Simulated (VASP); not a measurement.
# P in VASP: further runs

Runs on P. Level: r2SCAN. Tasks: single point.

Program: VASP 6.6.1. These are calculated values, not measurements. Logs are shortened: lines on timing, memory, paths and dates and some standing lists are left out, and cuts for length are marked.

## 1. The cell of the first run

It takes space group Cmmm (No. 65, orthorhombic). Conventional cell: a = 3.430 Å, b = 3.464 Å, c = 2.437 Å, α = 90.00°, β = 90.00°, γ = 90.00°. Within 3.2 Å of P (site symmetry mmm) lie 6 P at 2.44 Å.

This isn't the form of P at room conditions, which is orthorhombic.

## 2. Single point, r2SCAN (shear of c along a, cell held: +1.0 %)

POSCAR reads:

```
P
1.0
    2.4373466997      0.0000000000      0.0000000000
    0.0000000000      2.4373466997      0.0000000000
    0.0243734670      0.0000000000      2.4373466997
P
1
Direct
    0.0000000000      0.0000000000      0.0000000000
```

INCAR.step1 reads:

```
PREC = Accurate ; ENCUT = 520
ISMEAR = 0 ; SIGMA = 0.1
LREAL = F ; LASPH = T
NELM = 60 ; NBANDS = 8
GGA = PE ; ALGO = Normal
EDIFF = 1E-4 ; LWAVE = T
LCHARG = F
```

INCAR.step2 reads:

```
PREC = Accurate ; ENCUT = 520
EDIFF = 1E-7 ; ISMEAR = 0
SIGMA = 0.1 ; LREAL = F
LASPH = T ; NELM = 60
ALGO = Normal ; ISIF = 2
LWAVE = F ; LCHARG = F
METAGGA = R2SCAN ; LMIXTAU = T
NBANDS = 8 ; ISTART = 1
```

KPOINTS reads:

```
Automatic mesh
0
Gamma
  22 22 22
```

Potentials or basis: VASP PAW PBE potentials, release 64 (P).

Launch:

```
> cat potpaw_PBE.64/P/POTCAR > POTCAR
> cp INCAR.step1 INCAR
> mpirun -np 1 vasp_std > vasp.out
> cp INCAR.step2 INCAR
> mpirun -np 1 vasp_std > vasp.out
```

OUTCAR:

```text
PREC = Accurate
   ENCUT = 520
   EDIFF = 1E-7
   ISMEAR = 0
   LREAL = F
   LASPH = T
   NELM = 60
   ISIF = 2
   METAGGA = R2SCAN
   ISTART = 1

 ion  position               nearest neighbor table
   1  0.000  0.000  0.000-

  LATTYP: Found a simple monoclinic cell.
 ALAT       =     2.4373466997
 B/A-ratio  =     1.0000000000
 C/A-ratio  =     1.0000499988
 COS(beta)  =    -0.0099995000

  Lattice vectors:

 A1 = (   2.4373466997,   0.0000000000,   0.0000000000)
 A2 = (   0.0000000000,  -2.4373466997,   0.0000000000)
 A3 = (  -0.0243734670,   0.0000000000,  -2.4373466997)

Analysis of symmetry for initial positions (statically):
=====================================================================
 Subroutine PRICEL returns:
 Original cell was already a primitive cell.

 Routine SETGRP: Setting up the symmetry group for a
 simple monoclinic supercell.

 Subroutine GETGRP returns: Found  4 space group operations
 (whereof  4 operations were pure point group operations)
 out of a pool of  4 trial point group operations.

The static configuration has the point symmetry C_2h.

Analysis of symmetry for dynamics (positions and initial velocities):
=====================================================================
 Subroutine PRICEL returns:
 Original cell was already a primitive cell.

 Routine SETGRP: Setting up the symmetry group for a
 simple monoclinic supercell.

 Subroutine GETGRP returns: Found  4 space group operations
 (whereof  4 operations were pure point group operations)
 out of a pool of  4 trial point group operations.

The dynamic configuration has the point symmetry C_2h.

 Subroutine INISYM returns: Found  4 space group operations
 (whereof  4 operations are pure point group operations),
 and found     1 'primitive' translations

----------------------------------------------------------------------------------------

                                     Primitive cell

  volume of cell :      14.4794

  direct lattice vectors                    reciprocal lattice vectors
     2.437346700  0.000000000  0.000000000     0.410282214  0.000000000 -0.004102822
     0.000000000  2.437346700  0.000000000     0.000000000  0.410282214  0.000000000
     0.024373467  0.000000000  2.437346700     0.000000000  0.000000000  0.410282214

  length of vectors
     2.437346700  2.437346700  2.437468564     0.410302728  0.410282214  0.410282214

  position of ions in fractional coordinates (direct lattice)
[... 79 lines left out ...]
   EDIFFG = 0.1E-05   stopping-criterion for IOM
   NSW    =      0    number of steps for IOM
   IBRION =     -1    ionic relax: 0-MD 1-quasi-New 2-CG
   NFREE  =      0    steps in history (QN), initial steepest desc. (CG)
   ISIF   =      2    stress and relaxation
   ISYM   =      2    0-nonsym 1-usesym 2-fastsym
   POTIM  = 0.5000    time-step for ionic-motion
   TEBEG  =    0.0;   TEEND  =   0.0 temperature during run
   PSTRESS=    0.0 pullay stress
   NELECT =       5.0000    total number of electrons
   NUPDOWN=      -1.0000    fix difference up-down
   EMIN   =  10.00;   EMAX   =-10.00  energy-range for DOS
   EFERMI =   0.00;   METHOD = LEGACY
   ISMEAR =     0;   SIGMA  =   0.10  broadening in eV -4-tet -1-fermi 0-gaus
   EFERMI_NEDOS =   21; number of points for ismear=-14 and -15
   IALGO  =     38    algorithm
   IMIX   =      4    mixing-type and parameters
     AMIX     =   0.40;   BMIX     =  1.00
     AMIX_MAG =   1.60;   BMIX_MAG =  1.00
  volume/ion in A,a.u.               =      14.48        97.71
  Fermi-wavevector in a.u.,A,eV,Ry     =   1.148544  2.170433 17.948161  1.319153
  Thomas-Fermi vector in A             =   2.285218
   LORBIT       =      0    0 simple, 1 ext, 2 COOP (PROOUT), +10 PAW based schemes
   METAGGA = R2SCAN    functional components
   LHFCALC =     F    Hartree Fock is set to
   AEXX    =    0.0000 exact exchange contribution
   IVDW    =     0    specifies the selected vdW correction
   LEPSILON=     F    determine dielectric tensor
   LRPA    =     F    only Hartree local field effects (RPA)
 non-spin polarized calculation
 Gauss-broadening in eV      SIGMA  =   0.10
  energy-cutoff  :      520.00
  volume of cell :       14.48
 maximum number of plane-waves:       403
   NGX =  9   NGY =  9   NGZ =  9

 number of electron       4.9999998 magnetization

 Free energy of the ion-electron system (eV)
  ---------------------------------------------------
  ext. energy  EPLUGINS =         0.00000000
  ---------------------------------------------------
  free energy    TOTEN  =        -8.81986914 eV

  energy without entropy =       -8.81864076  energy(sigma->0) =       -8.81925495

 E-fermi :   9.6521     XC(G=0): -11.8984

 val. band max:        9.6490738177   @ k =  -0.2273   0.1364   0.3182
 cond. band min:       9.6739131859   @ k =   0.2727   0.2727   0.5000
 fundamental gap:      0.0248393682
 Fermi energy:         9.6520805355

 k-point     1 :       0.0000    0.0000    0.0000
  band No.  band energies     occupation
      1      -7.7070      2.00000
      2      15.0048      0.00000
      3      15.0458      0.00000
      4      15.0883      0.00000
      5      16.8425      0.00000
      6      16.8442      0.00000
      7      25.3387      0.00000
      8      35.6498      0.00000
[... 243 lines left out ...]
 k-point    24 :       0.5000    0.0455   -0.0000
  band No.  band energies     occupation
      1      -3.0999      2.00000
      2       0.6164      2.00000
      3      17.0897      0.00000
      4      18.1149      0.00000
      5      20.3804      0.00000
      6      23.9253      0.00000
      7      24.9195      0.00000
      8      28.2271      0.00000

 [... further k-points ...]

------------------------ aborting loop because EDIFF is reached ----------------------------------------

  FORCE on cell =-STRESS in cart. coord.  units (eV):
  Direction    XX          YY          ZZ          XY          YZ          ZX
  --------------------------------------------------------------------------------------
  -------------------------------------------------------------------------------------
  Total       -0.0638687     -0.0590689     -0.0635438      0.0000000      0.0000000     -0.0789970
  in kB       -7.0671854     -6.5360831     -7.0312426      0.0000000      0.0000000     -8.7411665
  external PRESSURE =      -6.8781704 kB  Pullay stress =       0.0000000 kB

 VOLUME and BASIS-vectors are now :
 -----------------------------------------------------------------------------
  energy-cutoff  :      520.00
  volume of cell :       14.48
      direct lattice vectors                 reciprocal lattice vectors
     2.437346700  0.000000000  0.000000000     0.410282214  0.000000000 -0.004102822
     0.000000000  2.437346700  0.000000000     0.000000000  0.410282214  0.000000000
     0.024373467  0.000000000  2.437346700     0.000000000  0.000000000  0.410282214

 POSITION                                       TOTAL-FORCE (eV/Angst)
 -----------------------------------------------------------------------------------
      0.00000      0.00000      0.00000        -0.000000      0.000000      0.000000
 -----------------------------------------------------------------------------------
    total drift:                                0.000000      0.000000      0.000000

  FREE ENERGIE OF THE ION-ELECTRON SYSTEM (eV)
  ---------------------------------------------------
  free  energy   TOTEN  =        -8.8198691394 eV

  energy  without entropy=       -8.8186407649  energy(sigma->0) =       -8.81925495
```

OUTCAR.step1:

```text
PREC = Accurate
   ENCUT = 520
   ISMEAR = 0
   LREAL = F
   LASPH = T
[... 482 lines left out ...]

 POSITION                                       TOTAL-FORCE (eV/Angst)
 -----------------------------------------------------------------------------------
      0.00000      0.00000      0.00000        -0.000000      0.000000      0.000000
 -----------------------------------------------------------------------------------
    total drift:                               -0.000000      0.000000      0.000000

  FREE ENERGIE OF THE ION-ELECTRON SYSTEM (eV)
  ---------------------------------------------------
  free  energy   TOTEN  =        -5.2750628214 eV

  energy  without entropy=       -5.2738440251  energy(sigma->0) =       -5.27445342
```

OSZICAR.step1:

```text
N       E                     dE             d eps       ncg     rms          rms(c)
DAV:   1     0.668687167002E+00    0.66869E+00   -0.21483E+03 49056   0.451E+02
DAV:   2    -0.521587093331E+01   -0.58846E+01   -0.55918E+01 68568   0.494E+01
DAV:   3    -0.527224360764E+01   -0.56373E-01   -0.56282E-01 52864   0.532E+00
DAV:   4    -0.527232968341E+01   -0.86076E-04   -0.86074E-04 75872   0.225E-01
DAV:   5    -0.527232975535E+01   -0.71938E-07   -0.73101E-07 52752   0.359E-03    0.467E+00
DAV:   6    -0.527372165417E+01   -0.13919E-02   -0.49004E-04 63664   0.212E-01    0.276E+00
DAV:   7    -0.527496879390E+01   -0.12471E-02   -0.15217E-03 55464   0.361E-01    0.115E-01
DAV:   8    -0.527506282137E+01   -0.94027E-04   -0.79163E-05 63520   0.694E-02
   1 F= -.52750628E+01 E0= -.52744534E+01  d E =-.121880E-02
```

Run time: 12 min. Hardware: 1 thread of Intel Xeon 8259CL, shared host; peak memory 0.37 GiB.

Results:

```yaml
Free_energy: -8.8199 eV
Pressure: -0.7 GPa
Band_gap_on_the_k_mesh: zero (an odd number of electrons rules out a gap without spin polarisation)
```

Levels at points of the mesh, in eV from the Fermi level:
```tsv
k point	band 1	band 2	band 3	band 4	band 5	band 6	band 7	band 8
(0.00, 0.00, 0.00)	-17.36	5.35	5.39	5.44	7.19	7.19	15.69	26.00
(0.50, 0.00, 0.00)	-12.80	-9.08	8.43	8.43	9.83	15.23	15.23	17.98
(0.00, 0.50, 0.00)	-12.80	-9.08	8.39	8.47	9.84	15.19	15.27	17.98
(0.50, 0.50, 0.00)	-7.78	-5.59	-5.59	1.31	11.28	17.81	17.89	18.33
(0.00, 0.00, 0.50)	-12.80	-9.08	8.43	8.43	9.83	15.23	15.23	17.98
(0.50, 0.00, 0.50)	-7.78	-5.68	-5.49	1.31	11.28	17.82	17.96	18.26
(0.00, 0.50, 0.50)	-7.78	-5.59	-5.59	1.31	11.28	17.82	17.89	18.33
(0.50, 0.50, 0.50)	-2.45	-2.36	-2.26	-1.38	4.98	5.08	5.16	11.95
```

Caveat: the cell differs from its parent crystal (shear of c along a, cell held: +1.0 %); the PAW data sets were made with another functional, which shifts forces and pressure a little; an odd number of electrons without spin polarisation forces a metal; a magnetic or distorted state may lie lower.

## 3. Single point, r2SCAN (shear of c along a, cell held: +2.0 %)

POSCAR: that of step 2 with these lines changed.

```diff
@@ -4,3 +4,3 @@
     0.0000000000      2.4373466997      0.0000000000
-    0.0243734670      0.0000000000      2.4373466997
+    0.0487469340      0.0000000000      2.4373466997
 P
```

INCAR.step1 reads:

```
SYSTEM = P
  PREC = Accurate
  ENCUT = 520
  ISMEAR = 0
  SIGMA = 0.1
  LREAL = .FALSE.
  LASPH = .TRUE.
  NELM = 80
  NBANDS = 8
  GGA = PE
  ALGO = Normal
  EDIFF = 1E-4
  LWAVE = .TRUE.
  LCHARG = .FALSE.
```

INCAR.step2 reads:

```
SYSTEM = P
  PREC = Accurate
  ENCUT = 520
  EDIFF = 1E-7
  ISMEAR = 0
  SIGMA = 0.1
  LREAL = .FALSE.
  LASPH = .TRUE.
  NELM = 80
  ALGO = Normal
  ISIF = 2
  LWAVE = .FALSE.
  LCHARG = .FALSE.
  METAGGA = R2SCAN
  LMIXTAU = .TRUE.
  NBANDS = 8
  ISTART = 1
```

KPOINTS reads:

```
Automatic mesh
0
G
  22 22 22
  0 0 0
```

Potentials or basis: VASP PAW PBE potentials, release 64 (P).

Launch:

```
> cat potpaw_PBE.64/P/POTCAR > POTCAR
> cp INCAR.step1 INCAR
> mpirun -np 1 vasp_std > vasp.out
> cp INCAR.step2 INCAR
> mpirun -np 1 vasp_std > vasp.out
```

OUTCAR:

```text
SYSTEM = P
   PREC = Accurate
   ENCUT = 520
   EDIFF = 1E-7
   ISMEAR = 0
   LREAL = .FALSE.
   LASPH = .TRUE.
   NELM = 80
   ISIF = 2
   METAGGA = R2SCAN
   ISTART = 1

 ion  position               nearest neighbor table
   1  0.000  0.000  0.000-

  LATTYP: Found a simple monoclinic cell.
 ALAT       =     2.4373466997
 B/A-ratio  =     1.0000000000
 C/A-ratio  =     1.0001999800
 COS(beta)  =    -0.0199960012

  Lattice vectors:

 A1 = (   2.4373466997,   0.0000000000,   0.0000000000)
 A2 = (   0.0000000000,  -2.4373466997,   0.0000000000)
 A3 = (  -0.0487469340,   0.0000000000,  -2.4373466997)

Analysis of symmetry for initial positions (statically):
=====================================================================
 Subroutine PRICEL returns:
 Original cell was already a primitive cell.

 Routine SETGRP: Setting up the symmetry group for a
 simple monoclinic supercell.

 Subroutine GETGRP returns: Found  4 space group operations
 (whereof  4 operations were pure point group operations)
 out of a pool of  4 trial point group operations.

The static configuration has the point symmetry C_2h.

Analysis of symmetry for dynamics (positions and initial velocities):
=====================================================================
 Subroutine PRICEL returns:
 Original cell was already a primitive cell.

 Routine SETGRP: Setting up the symmetry group for a
 simple monoclinic supercell.

 Subroutine GETGRP returns: Found  4 space group operations
 (whereof  4 operations were pure point group operations)
 out of a pool of  4 trial point group operations.

The dynamic configuration has the point symmetry C_2h.

 Subroutine INISYM returns: Found  4 space group operations
 (whereof  4 operations are pure point group operations),
 and found     1 'primitive' translations

[... 109 lines left out ...]
   IALGO  =     38    algorithm
   IMIX   =      4    mixing-type and parameters
     AMIX     =   0.40;   BMIX     =  1.00
     AMIX_MAG =   1.60;   BMIX_MAG =  1.00
  volume/ion in A,a.u.               =      14.48        97.71
  Fermi-wavevector in a.u.,A,eV,Ry     =   1.148544  2.170433 17.948161  1.319153
  Thomas-Fermi vector in A             =   2.285218
   LORBIT       =      0    0 simple, 1 ext, 2 COOP (PROOUT), +10 PAW based schemes
   METAGGA = R2SCAN    functional components
   LHFCALC =     F    Hartree Fock is set to
   AEXX    =    0.0000 exact exchange contribution
   IVDW    =     0    specifies the selected vdW correction
   LEPSILON=     F    determine dielectric tensor
   LRPA    =     F    only Hartree local field effects (RPA)
 non-spin polarized calculation
 Gauss-broadening in eV      SIGMA  =   0.10
  energy-cutoff  :      520.00
  volume of cell :       14.48
 maximum number of plane-waves:       406
   NGX =  9   NGY =  9   NGZ =  9

 number of electron       4.9999998 magnetization

 Free energy of the ion-electron system (eV)
  ---------------------------------------------------
  ext. energy  EPLUGINS =         0.00000000
  ---------------------------------------------------
  free energy    TOTEN  =        -8.81868822 eV

  energy without entropy =       -8.81742523  energy(sigma->0) =       -8.81805672

 E-fermi :   9.6522     XC(G=0): -11.8986

 val. band max:        9.6521070492   @ k =  -0.2727   0.5000   0.1364
 cond. band min:       9.6529558208   @ k =  -0.1364   0.3182   0.2273
 fundamental gap:      0.0008487716
 Fermi energy:         9.6521936120

 k-point     1 :       0.0000    0.0000    0.0000
  band No.  band energies     occupation
      1      -7.7067      2.00000
      2      14.9654      0.00000
      3      15.0462      0.00000
      4      15.1326      0.00000
      5      16.8427      0.00000
      6      16.8496      0.00000
      7      25.3386      0.00000
      8      35.6145      0.00000
[... 243 lines left out ...]
 k-point    24 :       0.5000    0.0455   -0.0000
  band No.  band energies     occupation
      1      -3.0971      2.00000
      2       0.6172      2.00000
      3      17.0907      0.00000
      4      18.0975      0.00000
      5      20.3714      0.00000
      6      23.9264      0.00000
      7      24.9176      0.00000
      8      28.2414      0.00000

 [... further k-points ...]

------------------------ aborting loop because EDIFF is reached ----------------------------------------

  FORCE on cell =-STRESS in cart. coord.  units (eV):
  Direction    XX          YY          ZZ          XY          YZ          ZX
  --------------------------------------------------------------------------------------
  -------------------------------------------------------------------------------------
  Total       -0.0682283     -0.0539000     -0.0670303      0.0000000      0.0000000     -0.1575399
  in kB       -7.5495914     -5.9641301     -7.4170248      0.0000000      0.0000000    -17.4320756
  external PRESSURE =      -6.9769154 kB  Pullay stress =       0.0000000 kB

 VOLUME and BASIS-vectors are now :
 -----------------------------------------------------------------------------
  energy-cutoff  :      520.00
  volume of cell :       14.48
      direct lattice vectors                 reciprocal lattice vectors
     2.437346700  0.000000000  0.000000000     0.410282214  0.000000000 -0.008205644
     0.000000000  2.437346700  0.000000000     0.000000000  0.410282214  0.000000000
     0.048746934  0.000000000  2.437346700     0.000000000  0.000000000  0.410282214

 POSITION                                       TOTAL-FORCE (eV/Angst)
 -----------------------------------------------------------------------------------
      0.00000      0.00000      0.00000         0.000000      0.000000      0.000000
 -----------------------------------------------------------------------------------
    total drift:                               -0.000000      0.000000      0.000000

  FREE ENERGIE OF THE ION-ELECTRON SYSTEM (eV)
  ---------------------------------------------------
  free  energy   TOTEN  =        -8.8186882165 eV

  energy  without entropy=       -8.8174252299  energy(sigma->0) =       -8.81805672
```

OUTCAR.step1:

```text
SYSTEM = P
   PREC = Accurate
   ENCUT = 520
   ISMEAR = 0
   LREAL = .FALSE.
   LASPH = .TRUE.
[... 483 lines left out ...]
 POSITION                                       TOTAL-FORCE (eV/Angst)
 -----------------------------------------------------------------------------------
      0.00000      0.00000      0.00000        -0.000000      0.000000      0.000000
 -----------------------------------------------------------------------------------
    total drift:                               -0.000000      0.000000      0.000000

  FREE ENERGIE OF THE ION-ELECTRON SYSTEM (eV)
  ---------------------------------------------------
  free  energy   TOTEN  =        -5.2740058696 eV

  energy  without entropy=       -5.2727339900  energy(sigma->0) =       -5.27336993
```

OSZICAR.step1:

```text
N       E                     dE             d eps       ncg     rms          rms(c)
DAV:   1     0.657702086395E+00    0.65770E+00   -0.21500E+03 48840   0.451E+02
DAV:   2    -0.521377839380E+01   -0.58715E+01   -0.55936E+01 68216   0.494E+01
DAV:   3    -0.527119416705E+01   -0.57416E-01   -0.57316E-01 52976   0.536E+00
DAV:   4    -0.527128086491E+01   -0.86698E-04   -0.86697E-04 75696   0.226E-01
DAV:   5    -0.527128094583E+01   -0.80917E-07   -0.80952E-07 52720   0.374E-03    0.466E+00
DAV:   6    -0.527266798319E+01   -0.13870E-02   -0.49528E-04 63720   0.212E-01    0.276E+00
DAV:   7    -0.527391196581E+01   -0.12440E-02   -0.15341E-03 55728   0.362E-01    0.115E-01
DAV:   8    -0.527400586955E+01   -0.93904E-04   -0.79427E-05 62912   0.695E-02
   1 F= -.52740059E+01 E0= -.52733699E+01  d E =-.127188E-02
```

Wall time 12 min (1 thread of Intel Xeon 8259CL, shared host); peak memory 0.37 GiB.

Results:

```yaml
Free_energy: -8.8187 eV
Pressure: -0.7 GPa
Band_gap_on_the_k_mesh: zero (an odd number of electrons rules out a gap without spin polarisation)
```

Caveat: the cell differs from its parent crystal (shear of c along a, cell held: +2.0 %); the PAW data sets were made with another functional, which shifts forces and pressure a little; an odd number of electrons without spin polarisation forces a metal; a magnetic or distorted state may lie lower.

The gap in the log of VASP goes by the Fermi energy; the results here count the filled bands.